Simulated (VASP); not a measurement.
**Ba: single point with PBEsol**

The system is Ba.

```
Ba
1.0
     6.99607    0.00000    0.00000
    -3.49803    6.05877    0.00000
     0.00000    0.00000    3.90939
Ba
2
Direct
  0.33333 0.66667 0.50000
  0.66667 0.33333 0.50000
```

```yaml
Program: VASP 6.6.1
Task: single point
Functional: PBEsol
Potentials_or_basis: VASP PAW PBE potentials, release 64 (Ba_sv)
Cutoff: 520 eV
k_mesh: 4 × 4 × 6
Occupations: methfessel-paxton, width 0.05 eV
Spin: no spin polarisation
```

```json
{
  "Pressure": "-0.1 GPa",
  "Band gap on the k mesh": "zero (band 10 reaches 1.04 eV, above the bottom of band 11 at 0.23 eV)"
}
```

Stress tensor (GPa, compression positive):
```
-0.03  0.00  0.00
 0.00 -0.03  0.00
 0.00  0.00 -0.18
```

Levels at points of the mesh, in eV from the Fermi level:
```csv
k point,band 7,band 8,band 9,band 10,band 11,band 12,band 13,band 14
"(0.00, 0.00, 0.00)",-14.00,-13.92,-2.23,0.10,0.25,0.76,0.76,1.00
"(0.50, 0.00, 0.00)",-13.97,-13.95,-1.39,-0.72,-0.14,0.51,0.54,0.76
"(0.00, 0.00, 0.50)",-14.16,-14.16,-0.19,-0.19,-0.16,1.09,1.41,1.41
"(0.50, 0.00, 0.50)",-14.26,-14.13,-0.44,-0.33,0.57,0.74,0.87,1.30
```

Wall time 24 s on 1 thread of Intel(R) Xeon(R) 6975P-C (Granite Rapids) (shared host), peak memory 0.27 GiB.

Caveat: the PAW data sets were made with another functional, which shifts forces and pressure a little; spin-orbit coupling is left out, which moves the levels of the heavy elements.
